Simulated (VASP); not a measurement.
# TiO2 (C2/m) in VASP: a series of runs

TiO2 is run at these levels: PBE; tasks: single point.

Everything below comes from runs of VASP 6.6.1. Logs are shortened: lines on timing, memory, paths and dates and some standing lists are left out, and cuts for length are marked.

### Step 1. The cell of the first run

The structure is monoclinic, space group C2/m (No. 12). Conventional cell: a = 12.269 Å, b = 3.755 Å, c = 6.625 Å, α = 90.00°, β = 106.99°, γ = 90.00°. Within 2.4 Å of Ti (site symmetry m) lie 6 O at 1.77 to 2.37 Å. Within 2.5 Å of Ti (site symmetry m) lie 6 O at 1.86 to 2.16 Å. O (site symmetry m) has 3 Ti at 1.86 to 2.16 Å within 2.5 Å. O (site symmetry m) has 3 Ti at 1.94 to 2.03 Å and 2 O at 2.52 Å within 2.6 Å. Within 2.4 Å of O (site symmetry m) lie 2 Ti at 1.77 to 1.87 Å. O (site symmetry m) has 4 Ti at 1.96 to 2.37 Å and 2 O at 2.52 Å within 2.6 Å.

### Step 2. Single point, PBE

File INCAR:

```
  ALGO = Normal
  EDIFF = 1E-7
  ENCUT = 520
  GGA = PE
  ISIF = 2
  ISMEAR = 0
  LASPH = True
  LCHARG = False
  LREAL = False
  LWAVE = False
  NBANDS = 60
  NELM = 100
  PREC = Accurate
  SIGMA = 0.02
```

File KPOINTS:

```
k-points
0
Gamma
  6 6 4
```

File POSCAR:

```
TiO2
1.0
    6.1347033686     -1.8776919275     -0.0063908169
    6.1347033686      1.8776919275     -0.0063908169
   -1.9289846483      0.0000000000      6.3378183071
Ti O
4 8
Direct
    0.8060891270      0.8060891270      0.7189152385
    0.1006034673      0.1006034673      0.7101743290
    0.1939108730      0.1939108730      0.2810847615
    0.8993965327      0.8993965327      0.2898256710
    0.0580551394      0.0580551394      0.3696773702
    0.6386778282      0.6386778282      0.7067635712
    0.1325565405      0.1325565405      0.0033746096
    0.9419448606      0.9419448606      0.6303226298
    0.7355839700      0.7355839700      0.3452499159
    0.8674434595      0.8674434595      0.9966253904
    0.2644160300      0.2644160300      0.6547500841
    0.3613221718      0.3613221718      0.2932364288
```

Potentials or basis: VASP PAW PBE potentials, release 64 (Ti_sv, O).

Run with:

```
> cat potpaw_PBE.64/Ti_sv/POTCAR potpaw_PBE.64/O/POTCAR > POTCAR
> mpirun -np 1 vasp_std > vasp.out
```

OUTCAR:

```text
EDIFF = 1E-7
   ENCUT = 520
   GGA = PE
   ISIF = 2
   ISMEAR = 0
   LASPH = True
   LREAL = False
   NELM = 100
   PREC = Accurate

 ion  position               nearest neighbor table
   1  0.806  0.806  0.719-  10 1.77   8 1.92  11 1.96  11 1.96   6 2.03   9 2.37
   2  0.101  0.101  0.710-   8 1.86   7 1.87   6 1.94   6 1.94  11 2.15   5 2.16
   3  0.194  0.194  0.281-   7 1.77   5 1.92   9 1.96   9 1.96  12 2.03  11 2.37
   4  0.899  0.899  0.290-   5 1.86  10 1.87  12 1.94  12 1.94   9 2.15   8 2.16
   5  0.058  0.058  0.370-   4 1.86   3 1.92   2 2.16
   6  0.639  0.639  0.707-   2 1.94   2 1.94   1 2.03
   7  0.133  0.133  0.003-   3 1.77   2 1.87
   8  0.942  0.942  0.630-   2 1.86   1 1.92   4 2.16
   9  0.736  0.736  0.345-   3 1.96   3 1.96   4 2.15   1 2.37
  10  0.867  0.867  0.997-   1 1.77   4 1.87
  11  0.264  0.264  0.655-   1 1.96   1 1.96   2 2.15   3 2.37
  12  0.361  0.361  0.293-   4 1.94   4 1.94   3 2.03

  LATTYP: Found a base centered monoclinic cell.
 ALAT       =    12.2694133948
 B/A-ratio  =     0.3060768868
 C/A-ratio  =     0.5399501433
 COS(beta)  =    -0.2921695920

  Lattice vectors:

 A1 = (   6.1347033686,  -1.8776919275,  -0.0063908169)
 A2 = (   6.1347033686,   1.8776919275,  -0.0063908169)
 A3 = (  -1.9289846483,   0.0000000000,   6.3378183071)

Analysis of symmetry for initial positions (statically):
=====================================================================
 Subroutine PRICEL returns:
 Original cell was already a primitive cell.

 Routine SETGRP: Setting up the symmetry group for a
 base centered monoclinic supercell.

 Subroutine GETGRP returns: Found  4 space group operations
 (whereof  4 operations were pure point group operations)
 out of a pool of  4 trial point group operations.

The static configuration has the point symmetry C_2h.

Analysis of symmetry for dynamics (positions and initial velocities):
=====================================================================
 Subroutine PRICEL returns:
 Original cell was already a primitive cell.

 Routine SETGRP: Setting up the symmetry group for a
 base centered monoclinic supercell.

 Subroutine GETGRP returns: Found  4 space group operations
 (whereof  4 operations were pure point group operations)
 out of a pool of  4 trial point group operations.

The dynamic configuration has the point symmetry C_2h.
[... 122 lines left out ...]
   NSW    =      0    number of steps for IOM
   IBRION =     -1    ionic relax: 0-MD 1-quasi-New 2-CG
   NFREE  =      0    steps in history (QN), initial steepest desc. (CG)
   ISIF   =      2    stress and relaxation
   ISYM   =      2    0-nonsym 1-usesym 2-fastsym
   POTIM  = 0.5000    time-step for ionic-motion
   TEBEG  =    0.0;   TEEND  =   0.0 temperature during run
   PSTRESS=    0.0 pullay stress
   NELECT =      96.0000    total number of electrons
   NUPDOWN=      -1.0000    fix difference up-down
   EMIN   =  10.00;   EMAX   =-10.00  energy-range for DOS
   EFERMI =   0.00;   METHOD = LEGACY
   ISMEAR =     0;   SIGMA  =   0.02  broadening in eV -4-tet -1-fermi 0-gaus
   EFERMI_NEDOS =   21; number of points for ismear=-14 and -15
   IALGO  =     38    algorithm
   IMIX   =      4    mixing-type and parameters
     AMIX     =   0.40;   BMIX     =  1.00
     AMIX_MAG =   1.60;   BMIX_MAG =  1.00
  volume/ion in A,a.u.               =      12.16        82.09
  Fermi-wavevector in a.u.,A,eV,Ry     =   1.423689  2.690383 27.577533  2.026892
  Thomas-Fermi vector in A             =   2.544260
   LORBIT       =      0    0 simple, 1 ext, 2 COOP (PROOUT), +10 PAW based schemes
   GGA     = PE    functional components
   LHFCALC =     F    Hartree Fock is set to
   AEXX    =    0.0000 exact exchange contribution
   IVDW    =     0    specifies the selected vdW correction
   LEPSILON=     F    determine dielectric tensor
   LRPA    =     F    only Hartree local field effects (RPA)
 non-spin polarized calculation
 Gauss-broadening in eV      SIGMA  =   0.02
  energy-cutoff  :      520.00
  volume of cell :      145.97
 maximum number of plane-waves:      3959
   NGX = 23   NGY = 23   NGZ = 25

 number of electron      96.0000002 magnetization

 Free energy of the ion-electron system (eV)
  ---------------------------------------------------
  ext. energy  EPLUGINS =         0.00000000
  ---------------------------------------------------
  free energy    TOTEN  =      -107.79878054 eV

  energy without entropy =     -107.79878054  energy(sigma->0) =     -107.79878054

 E-fermi :   2.7839     XC(G=0): -10.2998

 val. band max:        2.5410313300   @ k =  -0.3333   0.1667   0.5000
 cond. band min:       5.2877224771   @ k =   0.0000   0.0000   0.0000
 fundamental gap:      2.7466911472
 Fermi energy:         2.7839209290

 k-point     1 :       0.0000    0.0000    0.0000
  band No.  band energies     occupation
      1     -53.6191      2.00000
      2     -53.6079      2.00000
      3     -53.5000      2.00000
      4     -53.4945      2.00000
      5     -30.0216      2.00000
      6     -29.9696      2.00000
[... 1501 lines left out ...]
     59       7.2312      0.00000
     60       7.3748      0.00000

 [... further k-points ...]
[... 5 lines left out ...]
  --------------------------------------------------------------------------------------
  -------------------------------------------------------------------------------------
  Total        0.5511162      0.5087841      0.6088957      0.0000000      0.0000000      0.0388593
  in kB        6.0492818      5.5846264      6.6834939      0.0000000      0.0000000      0.4265354
  external PRESSURE =       6.1058007 kB  Pullay stress =       0.0000000 kB

 VOLUME and BASIS-vectors are now :
 -----------------------------------------------------------------------------
  energy-cutoff  :      520.00
  volume of cell :      145.97
      direct lattice vectors                 reciprocal lattice vectors
     6.134703369 -1.877691927 -0.006390817     0.081529384 -0.266284364  0.024814364
     6.134703369  1.877691927 -0.006390817     0.081529384  0.266284364  0.024814364
    -1.928984648  0.000000000  6.337818307     0.000164422  0.000000000  0.157833046

 POSITION                                       TOTAL-FORCE (eV/Angst)
 -----------------------------------------------------------------------------------
      8.50346      0.00000      4.54605        -0.004196      0.000000     -0.079832
     -0.13557      0.00000      4.49967         0.024705      0.000000     -0.024493
      1.83696      0.00000      1.77899         0.004196      0.000000      0.079832
     10.47599      0.00000      1.82537        -0.024705      0.000000      0.024493
     -0.00080      0.00000      2.34221         0.022498      0.000000      0.015041
      6.47286      0.00000      4.47118        -0.009564      0.000000      0.000352
      1.61988      0.00000      0.01969        -0.014825      0.000000     -0.047538
     10.34122      0.00000      3.98283        -0.022498      0.000000     -0.015041
      8.35920      0.00000      2.17873         0.000370      0.000000      0.015769
      8.72054      0.00000      6.30534         0.014825      0.000000      0.047538
      1.98122      0.00000      4.14631        -0.000370      0.000000     -0.015769
      3.86756      0.00000      1.85386         0.009564      0.000000     -0.000352
 -----------------------------------------------------------------------------------
    total drift:                               -0.000000     -0.000000      0.000000

  FREE ENERGIE OF THE ION-ELECTRON SYSTEM (eV)
  ---------------------------------------------------
  free  energy   TOTEN  =      -107.7987805398 eV

  energy  without entropy=     -107.7987805398  energy(sigma->0) =     -107.79878054
```

stdout:

```text
POSCAR found type information on POSCAR TiO
 POSCAR found :  2 types and      12 ions
 scaLAPACK will be used
 LDA part: xc-table for (Slater+PW92), standard interpolation
 POSCAR, INCAR and KPOINTS ok, starting setup
 FFT: planning ... GRIDC
 FFT: planning ... GRID_SOFT
 FFT: planning ... GRID
 WAVECAR not read
 entering main loop
```

Wall time 7.2 min (1 thread of Intel Xeon 6975P-C (Granite Rapids), shared host); peak memory 0.5 GiB.

Results:

```
Free energy            : -107.7988 eV
Pressure               : 0.6 GPa
Largest force          : 0.080 eV/Å
Band gap on the k mesh : 2.75 eV, indirect (least direct gap 2.93 eV)
```

Forces on the atoms (eV/Å):
```
Ti  -0.004  0.000 -0.080
Ti   0.025  0.000 -0.024
Ti   0.004  0.000  0.080
Ti  -0.025  0.000  0.024
O    0.022  0.000  0.015
O   -0.010  0.000  0.000
O   -0.015  0.000 -0.048
O   -0.022  0.000 -0.015
O    0.000  0.000  0.016
O    0.015  0.000  0.048
O    0.000  0.000 -0.016
O    0.010  0.000  0.000
```

Stress tensor (GPa, compression positive):
```
0.60 0.00 0.04
0.00 0.56 0.00
0.04 0.00 0.67
```

A k mesh can miss the band edges. Expect the measured gap to be larger: semilocal functionals such as PBE lack the derivative discontinuity.

### Step 3. Single point, PBE

This run uses another cell than the first one, of 12.23 Å³/atom, 1.005 times its volume.

File INCAR:

```
PREC = Accurate
ENCUT = 520
EDIFF = 1E-7
ISMEAR = 0
SIGMA = 0.1
LREAL = False
LASPH = True
NELM = 100
ALGO = Normal
ISIF = 2
LWAVE = False
LCHARG = False
GGA = PE
NBANDS = 60
```

File KPOINTS:

```
Automatic mesh
0
Gamma
  6 6 4
```

File POSCAR:

```
TiO2
1.0
    6.1535771931     -1.8834685000      0.0000000000
    6.1535771931      1.8834685000      0.0000000000
   -1.9283261078      0.0000000000      6.3289668713
Ti O
4 8
Direct
    0.8047140000      0.8047140000      0.7162380000
    0.0999290000      0.0999290000      0.7103980000
    0.1952860000      0.1952860000      0.2837620000
    0.9000710000      0.9000710000      0.2896020000
    0.0583525000      0.0583525000      0.3699790000
    0.6380690000      0.6380690000      0.7066030000
    0.1328115000      0.1328115000      0.0047090000
    0.9416475000      0.9416475000      0.6300210000
    0.7365115000      0.7365115000      0.3475000000
    0.8671885000      0.8671885000      0.9952910000
    0.2634885000      0.2634885000      0.6525000000
    0.3619310000      0.3619310000      0.2933970000
```

Potentials or basis: VASP PAW PBE potentials, release 64 (Ti_sv, O).

Run with:

```
> cat potpaw_PBE.64/Ti_sv/POTCAR potpaw_PBE.64/O/POTCAR > POTCAR
> mpirun -np 1 vasp_std > vasp.out
```

OUTCAR:

```text
PREC = Accurate
   ENCUT = 520
   EDIFF = 1E-7
   ISMEAR = 0
   LREAL = False
   LASPH = True
   NELM = 100
   ISIF = 2
   GGA = PE

 ion  position               nearest neighbor table
   1  0.805  0.805  0.716-  10 1.78   8 1.93  11 1.96  11 1.96   6 2.03   9 2.34
   2  0.100  0.100  0.710-   8 1.86   7 1.87   6 1.94   6 1.94  11 2.16   5 2.16
   3  0.195  0.195  0.284-   7 1.78   5 1.93   9 1.96   9 1.96  12 2.03  11 2.34
   4  0.900  0.900  0.290-   5 1.86  10 1.87  12 1.94  12 1.94   9 2.16   8 2.16
   5  0.058  0.058  0.370-   4 1.86   3 1.93   2 2.16
   6  0.638  0.638  0.707-   2 1.94   2 1.94   1 2.03
   7  0.133  0.133  0.005-   3 1.78   2 1.87
   8  0.942  0.942  0.630-   2 1.86   1 1.93   4 2.16
   9  0.737  0.737  0.347-   3 1.96   3 1.96   4 2.16   1 2.34
  10  0.867  0.867  0.995-   1 1.78   4 1.87
  11  0.263  0.263  0.653-   1 1.96   1 1.96   2 2.16   3 2.34
  12  0.362  0.362  0.293-   4 1.94   4 1.94   3 2.03

  LATTYP: Found a base centered monoclinic cell.
 ALAT       =    12.3071543862
 B/A-ratio  =     0.3060770087
 C/A-ratio  =     0.5375907333
 COS(beta)  =    -0.2914546970

  Lattice vectors:

 A1 = (   6.1535771931,  -1.8834685000,   0.0000000000)
 A2 = (   6.1535771931,   1.8834685000,   0.0000000000)
 A3 = (  -1.9283261078,   0.0000000000,   6.3289668713)

Analysis of symmetry for initial positions (statically):
=====================================================================
 Subroutine PRICEL returns:
 Original cell was already a primitive cell.

 Routine SETGRP: Setting up the symmetry group for a
 base centered monoclinic supercell.

 Subroutine GETGRP returns: Found  4 space group operations
 (whereof  4 operations were pure point group operations)
 out of a pool of  4 trial point group operations.

The static configuration has the point symmetry C_2h.

Analysis of symmetry for dynamics (positions and initial velocities):
[... 155 lines left out ...]
   LORBIT       =      0    0 simple, 1 ext, 2 COOP (PROOUT), +10 PAW based schemes
   GGA     = PE    functional components
   LHFCALC =     F    Hartree Fock is set to
   AEXX    =    0.0000 exact exchange contribution
   IVDW    =     0    specifies the selected vdW correction
   LEPSILON=     F    determine dielectric tensor
   LRPA    =     F    only Hartree local field effects (RPA)
 non-spin polarized calculation
 Gauss-broadening in eV      SIGMA  =   0.10
  energy-cutoff  :      520.00
  volume of cell :      146.71
 maximum number of plane-waves:      3973
   NGX = 23   NGY = 23   NGZ = 25

 number of electron      96.0000007 magnetization

 Free energy of the ion-electron system (eV)
  ---------------------------------------------------
  ext. energy  EPLUGINS =         0.00000000
  ---------------------------------------------------
  free energy    TOTEN  =      -107.79831779 eV

  energy without entropy =     -107.79831779  energy(sigma->0) =     -107.79831779

 E-fermi :   3.0945     XC(G=0): -10.2735

 val. band max:        2.5011537892   @ k =  -0.3333   0.1667   0.5000
 cond. band min:       5.2294023949   @ k =   0.0000   0.0000   0.0000
 fundamental gap:      2.7282486057
 Fermi energy:         3.0944802621

 k-point     1 :       0.0000    0.0000    0.0000
  band No.  band energies     occupation
      1     -53.6846      2.00000
      2     -53.6731      2.00000
      3     -53.5877      2.00000
      4     -53.5815      2.00000
      5     -30.0824      2.00000
      6     -30.0356      2.00000
[... 1501 lines left out ...]
     59       7.1359      0.00000
     60       7.2814      0.00000

 [... further k-points ...]
[... 5 lines left out ...]
  --------------------------------------------------------------------------------------
  -------------------------------------------------------------------------------------
  Total       -0.4898124     -0.4924706     -0.5378773      0.0000000      0.0000000     -0.0081537
  in kB       -5.3492337     -5.3782635     -5.8741487      0.0000000      0.0000000     -0.0890463
  external PRESSURE =      -5.5338820 kB  Pullay stress =       0.0000000 kB

 VOLUME and BASIS-vectors are now :
 -----------------------------------------------------------------------------
  energy-cutoff  :      520.00
  volume of cell :      146.71
      direct lattice vectors                 reciprocal lattice vectors
     6.153577193 -1.883468500  0.000000000     0.081253551 -0.265467673  0.024756544
     6.153577193  1.883468500  0.000000000     0.081253551  0.265467673  0.024756544
    -1.928326108  0.000000000  6.328966871     0.000000000  0.000000000  0.158003671

 POSITION                                       TOTAL-FORCE (eV/Angst)
 -----------------------------------------------------------------------------------
      8.52260      0.00000      4.53305         0.051923      0.000000      0.100432
     -0.14004      0.00000      4.49609        -0.003696      0.000000      0.045410
      1.85623      0.00000      1.79592        -0.051923      0.000000     -0.100432
     10.51887      0.00000      1.83288         0.003696      0.000000     -0.045410
      0.00471      0.00000      2.34158        -0.003848      0.000000     -0.019288
      6.49025      0.00000      4.47207         0.022433      0.000000      0.010370
      1.62545      0.00000      0.02980         0.039051      0.000000      0.011405
     10.37412      0.00000      3.98738         0.003848      0.000000      0.019288
      8.39427      0.00000      2.19932         0.001356      0.000000     -0.028818
      8.75338      0.00000      6.29916        -0.039051      0.000000     -0.011405
      1.98456      0.00000      4.12965        -0.001356      0.000000      0.028818
      3.88858      0.00000      1.85690        -0.022433      0.000000     -0.010370
 -----------------------------------------------------------------------------------
    total drift:                               -0.000000     -0.000000      0.000000

  FREE ENERGIE OF THE ION-ELECTRON SYSTEM (eV)
  ---------------------------------------------------
  free  energy   TOTEN  =      -107.7983177899 eV

  energy  without entropy=     -107.7983177899  energy(sigma->0) =     -107.79831779
```

Wall time 7.1 min (1 thread of Intel Xeon 6975P-C (Granite Rapids), shared host); peak memory 0.51 GiB.

What came out:

```yaml
Free_energy: -107.7983 eV
Pressure: -0.6 GPa
Largest_force: 0.113 eV/Å
Band_gap_on_the_k_mesh: 2.73 eV, indirect (least direct gap 2.90 eV)
```

Forces on the atoms (eV/Å):
```
Ti   0.052  0.000  0.100
Ti  -0.004  0.000  0.045
Ti  -0.052  0.000 -0.100
Ti   0.004  0.000 -0.045
O   -0.004  0.000 -0.019
O    0.022  0.000  0.010
O    0.039  0.000  0.011
O    0.004  0.000  0.019
O    0.001  0.000 -0.029
O   -0.039  0.000 -0.011
O   -0.001  0.000  0.029
O   -0.022  0.000 -0.010
```

Levels at points of the mesh, in eV from the valence-band top:
```tsv
k point	band 46	band 47	band 48	band 49	band 50	band 51
(0.00, 0.00, 0.00)	-0.74	-0.35	-0.17	2.73	3.07	3.30
(0.50, 0.00, 0.00)	-0.47	-0.21	-0.12	3.10	3.15	3.57
(0.50, 0.50, 0.00)	-0.62	-0.38	-0.11	2.87	2.91	3.41
(0.00, 0.00, 0.50)	-0.65	-0.58	-0.42	2.84	3.10	3.26
(0.50, 0.00, 0.50)	-0.51	-0.09	-0.01	3.14	3.19	3.43
(0.50, 0.50, 0.50)	-0.40	-0.21	-0.19	2.98	3.09	3.23
```
